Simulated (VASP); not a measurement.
# Pt (P4/nmm) in VASP: single point with PBEsol

Aim: the single point of Pt with PBEsol.

Program: VASP 6.6.1. These are calculated values, not measurements. Logs are shortened: lines on timing, memory, paths and dates and some standing lists are left out, and cuts for length are marked.

**1. The cell of the first run**

It takes space group P4/nmm (No. 129, tetragonal). Conventional cell: a = 3.121 Å, b = 3.121 Å, c = 11.563 Å, α = 90.00°, β = 90.00°, γ = 90.00°. Pt (site symmetry 4mm) has 9 Pt at 2.70 to 3.12 Å within 3.6 Å. Within 3.6 Å of Pt (site symmetry 4mm) lie 14 Pt at 2.70 to 3.12 Å. Within 3.6 Å of Pt (site symmetry 4mm) lie 13 Pt at 2.70 to 3.12 Å.

**2. Single point, PBEsol**

Input file INCAR:

```
SYSTEM = Pt
PREC = Accurate ; ENCUT = 520
EDIFF = 1E-6 ; ISMEAR = 0
SIGMA = 0.15 ; LREAL = .FALSE.
LASPH = .TRUE. ; NELM = 100
ALGO = Fast ; ISIF = 2
LWAVE = .FALSE. ; LCHARG = .TRUE.
GGA = PS ; LELF = .TRUE.
LVHAR = .TRUE. ; NBANDS = 39
```

Input file KPOINTS:

```
Automatic mesh
0
G
  14 14 5
  0 0 0
```

Input file POSCAR:

```
Pt
1.0
   -3.1208845721      0.0000000000      0.0000000000
    0.0000000000     -3.1208845721      0.0000000000
    0.0000000000      0.0000000000     11.5626537164
Pt
6
Direct
    0.5000000000      0.5000000000      0.0674641927
    0.0000000000      0.0000000000      0.7422410754
    0.5000000000      0.5000000000      0.3373749458
    0.0000000000      0.0000000000      0.2024195693
    0.5000000000      0.5000000000      0.6072856989
    0.0000000000      0.0000000000      0.4723303223
```

Potentials or basis: VASP PAW PBE potentials, release 64 (Pt).

On the command line:

```sh
> cat potpaw_PBE.64/Pt/POTCAR > POTCAR
> mpirun -np 1 vasp_std > vasp.out
```

OUTCAR:

```text
SYSTEM = Pt
   PREC = Accurate
   ENCUT = 520
   EDIFF = 1E-6
   ISMEAR = 0
   LREAL = .FALSE.
   LASPH = .TRUE.
   NELM = 100
   ISIF = 2
   GGA = PS

 ion  position               nearest neighbor table
   1  0.500  0.500  0.067-   4 2.70   4 2.70   4 2.70   4 2.70   3 3.12
   2  0.000  0.000  0.742-   5 2.70   5 2.70   5 2.70   5 2.70   6 3.12
   3  0.500  0.500  0.337-   4 2.70   6 2.70   4 2.70   6 2.70   4 2.70   6 2.70   4 2.70   6 2.70
                             5 3.12   1 3.12
   4  0.000  0.000  0.202-   3 2.70   3 2.70   3 2.70   3 2.70   1 2.70   1 2.70   1 2.70   1 2.70
                             6 3.12
   5  0.500  0.500  0.607-   2 2.70   2 2.70   2 2.70   2 2.70   6 2.70   6 2.70   6 2.70   6 2.70
                             3 3.12
   6  0.000  0.000  0.472-   3 2.70   3 2.70   3 2.70   3 2.70   5 2.70   5 2.70   5 2.70   5 2.70
                             4 3.12   2 3.12

  LATTYP: Found a simple tetragonal cell.
 ALAT       =     3.1208845721
 C/A-ratio  =     3.7049283462

  Lattice vectors:

 A1 = (  -3.1208845721,   0.0000000000,   0.0000000000)
 A2 = (   0.0000000000,  -3.1208845721,   0.0000000000)
 A3 = (   0.0000000000,   0.0000000000,  11.5626537164)

Analysis of symmetry for initial positions (statically):
=====================================================================
 Subroutine PRICEL returns:
 Original cell was already a primitive cell.

 Routine SETGRP: Setting up the symmetry group for a
 simple tetragonal supercell.

 Subroutine GETGRP returns: Found 16 space group operations
 (whereof  8 operations were pure point group operations)
 out of a pool of 16 trial point group operations.

The static configuration has the point symmetry C_4v.
 The point group associated with its full space group is D_4h.

Analysis of symmetry for dynamics (positions and initial velocities):
=====================================================================
 Subroutine PRICEL returns:
 Original cell was already a primitive cell.

 Routine SETGRP: Setting up the symmetry group for a
 simple tetragonal supercell.

 Subroutine GETGRP returns: Found 16 space group operations
 (whereof  8 operations were pure point group operations)
 out of a pool of 16 trial point group operations.

The dynamic configuration has the point symmetry C_4v.
 The point group associated with its full space group is D_4h.

 Subroutine INISYM returns: Found 16 space group operations
 (whereof  8 operations are pure point group operations),
 and found     1 'primitive' translations

----------------------------------------------------------------------------------------

                                     Primitive cell

  volume of cell :     112.6193

  direct lattice vectors                    reciprocal lattice vectors
    -3.120884572  0.000000000  0.000000000    -0.320421976  0.000000000  0.000000000
     0.000000000 -3.120884572  0.000000000     0.000000000 -0.320421976  0.000000000
     0.000000000  0.000000000 11.562653716     0.000000000  0.000000000  0.086485337

  length of vectors
     3.120884572  3.120884572 11.562653716     0.320421976  0.320421976  0.086485337

  position of ions in fractional coordinates (direct lattice)
     0.500000000  0.500000000  0.067464193
     0.000000000  0.000000000  0.742241075
     0.500000000  0.500000000  0.337374946
     0.000000000  0.000000000  0.202419569
     0.500000000  0.500000000  0.607285699
     0.000000000  0.000000000  0.472330322

  ion indices of the primitive-cell ions
   primitive index   ion index
                 1           1
                 2           2
                 3           3
                 4           4
                 5           5
                 6           6

----------------------------------------------------------------------------------------

 KPOINTS: Automatic mesh

Automatic generation of k-mesh.
 Grid dimensions read from file:
 generate k-points for:   14   14    5

 Generating k-lattice:

  Cartesian coordinates                     Fractional coordinates (reciprocal lattice)
    -0.022887284  0.000000000  0.000000000     0.071428571  0.000000000  0.000000000
     0.000000000 -0.022887284  0.000000000     0.000000000  0.071428571  0.000000000
     0.000000000  0.000000000  0.017297067     0.000000000  0.000000000  0.200000000

  Length of vectors
     0.022887284  0.022887284  0.017297067

  Shift w.r.t. Gamma in fractional coordinates (k-lattice)
     0.000000000  0.000000000  0.000000000

 Subroutine IBZKPT returns following result:
 ===========================================

 Found    108 irreducible k-points:

 Following reciprocal coordinates:
            Coordinates               Weight
  0.000000  0.000000  0.000000      1.000000
  0.071429  0.000000  0.000000      4.000000
  0.142857  0.000000  0.000000      4.000000
  0.214286  0.000000  0.000000      4.000000
  0.285714  0.000000  0.000000      4.000000
  0.357143  0.000000  0.000000      4.000000
[... 16 lines left out ...]
  0.285714  0.214286  0.000000      8.000000
  0.357143  0.214286  0.000000      8.000000
 [... further k-points ...]
   k-points           NKPTS =    108   k-points in BZ     NKDIM =    108   number of bands    NBANDS=     39
   number of dos      NEDOS =    301   number of ions     NIONS =      6
   total plane-waves  NPLWV =  51840
   dimension x,y,z NGX =    24 NGY =   24 NGZ =   90
   dimension x,y,z NGXF=    48 NGYF=   48 NGZF=  180
   ions per type =               6
   NGX,Y,Z   is equivalent  to a cutoff of  12.78, 12.78, 12.94 a.u.
   NGXF,Y,Z  is equivalent  to a cutoff of  25.57, 25.57, 25.88 a.u.
 SYSTEM =  Pt
   PREC   = accura    normal or accurate (medium, high low for compatibility)
   ISTART =      0    job   : 0-new  1-cont  2-samecut
   ICHARG =      2    charge: 1-file 2-atom 10-const
   ISPIN  =      1    spin polarized calculation?
   LNONCOLLINEAR =      F non collinear calculations
   LSORBIT =      F    spin-orbit coupling
   LASPH  =      T    aspherical Exc in radial PAW
   ENCUT  =  520.0 eV  38.22 Ry    6.18 a.u.   5.80  5.80 21.50*2*pi/ulx,y,z
   NELM   =    100;   NELMIN=  2; NELMDL= -5     # of ELM steps
   EDIFF  = 0.1E-05   stopping-criterion for ELM
   LREAL  =      F    real-space projection
   EDIFFG = 0.1E-04   stopping-criterion for IOM
   NSW    =      0    number of steps for IOM
   IBRION =     -1    ionic relax: 0-MD 1-quasi-New 2-CG
   NFREE  =      0    steps in history (QN), initial steepest desc. (CG)
   ISIF   =      2    stress and relaxation
   ISYM   =      2    0-nonsym 1-usesym 2-fastsym
   POTIM  = 0.5000    time-step for ionic-motion
   TEBEG  =    0.0;   TEEND  =   0.0 temperature during run
   PSTRESS=    0.0 pullay stress
   NELECT =      60.0000    total number of electrons
   NUPDOWN=      -1.0000    fix difference up-down
   EMIN   =  10.00;   EMAX   =-10.00  energy-range for DOS
   EFERMI =   0.00;   METHOD = LEGACY
   ISMEAR =     0;   SIGMA  =   0.15  broadening in eV -4-tet -1-fermi 0-gaus
   EFERMI_NEDOS =   21; number of points for ismear=-14 and -15
   IALGO  =     68    algorithm
   IMIX   =      4    mixing-type and parameters
     AMIX     =   0.40;   BMIX     =  1.00
     AMIX_MAG =   1.60;   BMIX_MAG =  1.00
  volume/ion in A,a.u.               =      18.77       126.67
  Fermi-wavevector in a.u.,A,eV,Ry     =   1.327153  2.507955 23.964413  1.761335
  Thomas-Fermi vector in A             =   2.456486
   LORBIT       =      0    0 simple, 1 ext, 2 COOP (PROOUT), +10 PAW based schemes
   GGA     = PS    functional components
   LHFCALC =     F    Hartree Fock is set to
   AEXX    =    0.0000 exact exchange contribution
   IVDW    =     0    specifies the selected vdW correction
   LEPSILON=     F    determine dielectric tensor
   LRPA    =     F    only Hartree local field effects (RPA)
 non-spin polarized calculation
 RMM-DIIS sequential band-by-band and
 Gauss-broadening in eV      SIGMA  =   0.15
  energy-cutoff  :      520.00
  volume of cell :      112.62
 maximum number of plane-waves:      3096
 NGX is ok and might be reduce to    24
   NGX = 11   NGY = 11   NGZ = 43

 number of electron      59.9999999 magnetization

 Free energy of the ion-electron system (eV)
  ---------------------------------------------------
  ext. energy  EPLUGINS =         0.00000000
  ---------------------------------------------------
  free energy    TOTEN  =       -38.46789490 eV

  energy without entropy =      -38.38243888  energy(sigma->0) =      -38.42516689

 E-fermi :   7.5715     XC(G=0): -12.0318

 val. band max:        7.5714128186   @ k =   0.2857   0.1429   0.0000
 cond. band min:       7.5735983483   @ k =   0.5000   0.3571   0.4000
 fundamental gap:      0.0021855297
 Fermi energy:         7.5714915473

 k-point     1 :       0.0000    0.0000    0.0000
  band No.  band energies     occupation
      1      -1.9060      2.00000
      2      -0.4489      2.00000
      3       1.1876      2.00000
      4       1.3284      2.00000
      5       1.4196      2.00000
      6       2.0878      2.00000
[... 31 lines left out ...]
     38      16.1828      0.00000
     39      16.1828      0.00000

 k-point     2 :       0.0714    0.0000    0.0000
  band No.  band energies     occupation
      1      -1.8028      2.00000
      2      -0.3685      2.00000
      3       1.2232      2.00000
      4       1.3869      2.00000
      5       1.4805      2.00000
      6       2.1279      2.00000
[... 31 lines left out ...]
     38      15.5903      0.00000
     39      16.4445      0.00000

 k-point     3 :       0.1429    0.0000    0.0000
  band No.  band energies     occupation
      1      -1.5000      2.00000
      2      -0.1439      2.00000
      3       1.2845      2.00000
      4       1.5213      2.00000
      5       1.6821      2.00000
      6       2.2276      2.00000
[... 31 lines left out ...]
     38      14.4801      0.00000
     39      16.3607      0.00000

 k-point     4 :       0.2143    0.0000    0.0000
  band No.  band energies     occupation
      1      -1.0191      2.00000
      2       0.1719      2.00000
      3       1.2835      2.00000
      4       1.6758      2.00000
      5       1.9983      2.00000
      6       2.3345      2.00000
[... 31 lines left out ...]
     38      14.5951      0.00000
     39      15.3679      0.00000
[... 754 lines left out ...]
     38      15.0286      0.00000
     39      15.6199      0.00000

 k-point    23 :       0.2857    0.2143    0.0000
  band No.  band energies     occupation
      1       0.2597      2.00000
      2       1.3006      2.00000
      3       1.8539      2.00000
      4       2.2663      2.00000
      5       2.3390      2.00000
      6       2.7687      2.00000
[... 31 lines left out ...]
     38      14.7638      0.00000
     39      14.9497      0.00000

 k-point    24 :       0.3571    0.2143    0.0000
  band No.  band energies     occupation
      1       0.7640      2.00000
      2       1.5171      2.00000
      3       1.7781      2.00000
      4       2.1232      2.00000
      5       2.2799      2.00000
      6       2.5778      2.00000
[... 31 lines left out ...]
     38      13.3833      0.00000
     39      15.8332      0.00000

 [... further k-points ...]
[... 5 lines left out ...]
  --------------------------------------------------------------------------------------
  -------------------------------------------------------------------------------------
  Total       -7.0656818     -7.0656818     -3.9903648      0.0000000     -0.0000000      0.0000000
  in kB     -100.5198247   -100.5198247    -56.7688702      0.0000000     -0.0000000      0.0000000
  external PRESSURE =     -85.9361732 kB  Pullay stress =       0.0000000 kB

 VOLUME and BASIS-vectors are now :
 -----------------------------------------------------------------------------
  energy-cutoff  :      520.00
  volume of cell :      112.62
      direct lattice vectors                 reciprocal lattice vectors
    -3.120884572  0.000000000  0.000000000    -0.320421976  0.000000000  0.000000000
     0.000000000 -3.120884572  0.000000000     0.000000000 -0.320421976  0.000000000
     0.000000000  0.000000000 11.562653716     0.000000000  0.000000000  0.086485337

 POSITION                                       TOTAL-FORCE (eV/Angst)
 -----------------------------------------------------------------------------------
     -1.56044     -1.56044      0.78007         0.000000     -0.000000      0.117621
      0.00000      0.00000      8.58228         0.000000     -0.000000     -0.117621
     -1.56044     -1.56044      3.90095         0.000000      0.000000     -0.253653
      0.00000      0.00000      2.34051         0.000000     -0.000000     -0.389421
     -1.56044     -1.56044      7.02183         0.000000      0.000000      0.389421
      0.00000      0.00000      5.46139         0.000000     -0.000000      0.253653
 -----------------------------------------------------------------------------------
    total drift:                               -0.000000      0.000000     -0.000001

  FREE ENERGIE OF THE ION-ELECTRON SYSTEM (eV)
  ---------------------------------------------------
  free  energy   TOTEN  =       -38.4678949025 eV

  energy  without entropy=      -38.3824388839  energy(sigma->0) =      -38.42516689
```

Run time: 5.1 min. Hardware: 1 thread of AMD EPYC 9R45 (Zen 5), shared host; peak memory 0.42 GiB.

Results:

```yaml
Free_energy: -38.4679 eV
Pressure: -8.6 GPa
Largest_force: 0.389 eV/Å
Band_gap_on_the_k_mesh: zero (band 30 reaches 7.97 eV, above the bottom of band 31 at 7.31 eV)
```

Forces on the atoms (eV/Å):
```
Pt   0.000  0.000  0.118
Pt   0.000  0.000 -0.118
Pt   0.000  0.000 -0.254
Pt   0.000  0.000 -0.389
Pt   0.000  0.000  0.389
Pt   0.000  0.000  0.254
```

Stress tensor (GPa, compression positive):
```
-10.05   0.00   0.00
  0.00 -10.05   0.00
  0.00   0.00  -5.68
```

Levels at points of the mesh, in eV from the Fermi level:
| k point | band 28 | band 29 | band 30 | band 31 | band 32 | band 33 |
| --- | --- | --- | --- | --- | --- | --- |
| (0.00, 0.00, 0.00) | -0.72 | -0.56 | -0.05 | 0.23 | 0.23 | 0.41 |
| (0.50, 0.00, 0.00) | 0.10 | 0.18 | 0.18 | 0.62 | 0.62 | 0.84 |
| (0.50, 0.50, 0.00) | -0.09 | 0.10 | 0.10 | 1.43 | 1.43 | 4.52 |

Caveat: the PAW data sets were made with another functional, which shifts forces and pressure a little; spin-orbit coupling is left out, which moves the levels of the heavy elements.
